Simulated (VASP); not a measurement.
# CdSe (Cadmoselite): single point with LDA

CdSe (Cadmoselite):

```
CELL_PARAMETERS angstrom
4.32848 0.00000 0.00000
-2.16424 3.74857 0.00000
0.00000 0.00000 7.06649
ATOMIC_POSITIONS crystal
Cd 0.66667 0.33333 0.50000
Cd 0.33333 0.66667 0.00000
Se 0.66667 0.33333 0.88500
Se 0.33333 0.66667 0.38500
```

This cell differs from its parent crystal: volume scaled by 1.02.

| Item | Value |
| --- | --- |
| Program | VASP 6.6.1 |
| Task | single point |
| Functional | LDA |
| Potentials or basis | VASP PAW LDA potentials, release 64 (Cd, Se) |
| Cutoff | 520 eV |
| k mesh | 7 × 7 × 4 |
| Occupations | fermi-dirac, width 0.05 eV |
| Spin | no spin polarisation |

The pressure is -2.3 GPa, the largest force is 0.246 eV/Å and the band gap on the k mesh is 0.42 eV, direct.

Forces in eV/Å, atoms in the order of the input:
```
Cd   0.000  0.000  0.246
Cd   0.000  0.000  0.246
Se   0.000  0.000 -0.246
Se   0.000  0.000 -0.246
```

Stress tensor (GPa, compression positive):
```
-1.85  0.00  0.00
 0.00 -1.85  0.00
 0.00  0.00 -3.31
```

Levels at points of the mesh, in eV from the valence-band top:
```tsv
k point	band 16	band 17	band 18	band 19	band 20	band 21
(0.00, 0.00, 0.00)	-0.01	0.00	0.00	0.42	1.90	5.73
(0.00, 0.00, 0.50)	-0.37	-0.37	-0.37	2.11	2.11	5.62
```

Wall time 43 s on 1 thread of Intel(R) Xeon(R) Platinum 8259CL CPU @ 2.50GHz (Skylake/Cascade Lake), on a shared host, peak memory 0.22 GiB.
